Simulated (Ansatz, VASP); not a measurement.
One calculation of Sb, two programs

```
CELL_PARAMETERS angstrom
2.70251 -1.90697 0.00000
2.70251 1.90697 0.00000
0.00000 0.00000 10.10184
ATOMIC_POSITIONS crystal
Sb 0.75830 0.24170 0.13019
Sb 0.74170 0.25830 0.63019
Sb 0.24170 0.75830 0.86981
Sb 0.25830 0.74170 0.36981
```

Alike in both runs: task relaxation of cell and atoms; functional PBEsol; k mesh 14 × 14 × 6; occupations gaussian, width 0.1 eV; no spin polarisation.

|  | VASP | Ansatz |
| --- | --- | --- |
| version | VASP 6.6.1 | Ansatz 0.2.0 |
| potentials or method | VASP PAW PBE potentials, release 64 (Sb), cutoff 600 eV | scalar-relativistic, plane waves, PAW |
| valence electrons in the cell | 20 | 60 |

Ansatz gave:

```
gap on the k mesh at the Fermi level, each at its own relaxed structure (eV) : none
relaxed volume (Å³/atom)                                                     : 25.92
relaxed cell length with the largest relative difference (Å)                 : 10.478
```

**Question.** Estimate VASP's values.

**Answer.** gap on the k mesh at the Fermi level, each at its own relaxed structure (eV): none; relaxed volume (Å³/atom): 25.92; relaxed cell length with the largest relative difference (Å): 10.476.

VASP's potentials were made for PBE, not for PBEsol. A gap of «none» marks a metal or a gap that the smearing closes. VASP's potentials hold 20 valence electrons a cell and Ansatz's 60, so a difference there can come from the potentials and not from the codes.

Neither program's run includes spin-orbit coupling. Noted on VASP's run: too few bands were computed for a metal, which touches its energy and stress.
